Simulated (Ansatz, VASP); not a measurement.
# ZnS in VASP and in Ansatz

File POSCAR:

```
ZnS
1.0
    3.5021840075      0.0000000000      0.0000000000
   -1.7510920037      3.0329803192      0.0000000000
    0.0000000000      0.0000000000      6.4955645582
Zn S
2 2
Direct
    0.3333333333      0.6666666667      0.0053880710
    0.6666666667      0.3333333333      0.5053880710
    0.3333333333      0.6666666667      0.3796119290
    0.6666666667      0.3333333333      0.8796119290
```

File INCAR.step1:

```
PREC     = Accurate       # precision mode
ENCUT    = 520            # plane-wave cutoff, eV
ISMEAR   = 0              # smearing method
SIGMA    = 0.05           # smearing width, eV
LREAL    = F              # projectors in reciprocal space
LASPH    = T              # aspherical terms in the spheres
NELM     = 100            # most SCF steps
NBANDS   = 26             # bands
GGA      = PE             # functional
ALGO     = Normal         # electronic algorithm
EDIFF    = 1E-4           # SCF threshold, eV
LWAVE    = T              # write WAVECAR
LCHARG   = F              # write CHGCAR
```

File INCAR.step2:

```
PREC     = Accurate       # precision mode
ENCUT    = 520            # plane-wave cutoff, eV
EDIFF    = 1E-6           # SCF threshold, eV
ISMEAR   = 0              # smearing method
SIGMA    = 0.05           # smearing width, eV
LREAL    = F              # projectors in reciprocal space
LASPH    = T              # aspherical terms in the spheres
NELM     = 100            # most SCF steps
ALGO     = Normal         # electronic algorithm
ISIF     = 2              # what is computed and relaxed
LWAVE    = F              # write WAVECAR
LCHARG   = T              # write CHGCAR
METAGGA  = R2SCAN         # meta-GGA
LMIXTAU  = T            
LELF     = T              # ELF
LVHAR    = T            
NBANDS   = 26             # bands
ISTART   = 1
```

KPOINTS

```
regular mesh
0
Gamma
  6 6 4
```

Input for Ansatz:

```yaml
crystal:
  lattice:
    - [3.5021840075, 0.0, 0.0]
    - [-1.7510920037, 3.0329803192, 0.0]
    - [0.0, 0.0, 6.4955645582]
  atoms:
    - { symbol: Zn, position: [0.3333333333, 0.6666666667, 0.005388071] }
    - { symbol: Zn, position: [0.6666666667, 0.3333333333, 0.505388071] }
    - { symbol: S, position: [0.3333333333, 0.6666666667, 0.379611929] }
    - { symbol: S, position: [0.6666666667, 0.3333333333, 0.879611929] }
basis:
  ecutwfc: 500
kpoints:
  mp_grid: { grid: [6, 6, 4] }
hamiltonian:
  xc: r2scan
scf:
  occupations: { method: gaussian, width: 0.05 }
output:
  forces: true
  stress: true
  eigenvalues: true
```

Change from the starting cell: strain -0.080 along x and y, +0.040 along z, atoms carried along.

Alike in both runs: task single point; functional r2SCAN; k mesh 6 × 6 × 4; occupations gaussian, width 0.05 eV; no spin polarisation.

```csv
,VASP,Ansatz
version,VASP 6.6.1,Ansatz 0.2.0
potentials or method,"VASP PAW PBE potentials, release 64 (Zn, S), cutoff 520 eV","scalar-relativistic, plane waves, PAW"
valence electrons in the cell,36,36
```

|  | VASP | Ansatz | Ansatz less VASP |
| --- | --- | --- | --- |
| gap on the k mesh at the Fermi level (eV) | 2.51 | 2.49 | -0.012 |
| least direct gap on the mesh (eV) | 2.51 | 2.49 | -0.012 |
| pressure (GPa) | 15.6 | 15.4 | -0.16 |
| traceless stress, the component that is largest in VASP (GPa) | -16.14 | -15.99 | +0.143 |
| rms of the force components (eV/Å) | 0.670 | 0.668 | -0.0024 |

VASP's potentials were made for PBE, not for r2SCAN. Atom by atom the forces differ by 0.002 eV/Å (rms over components).
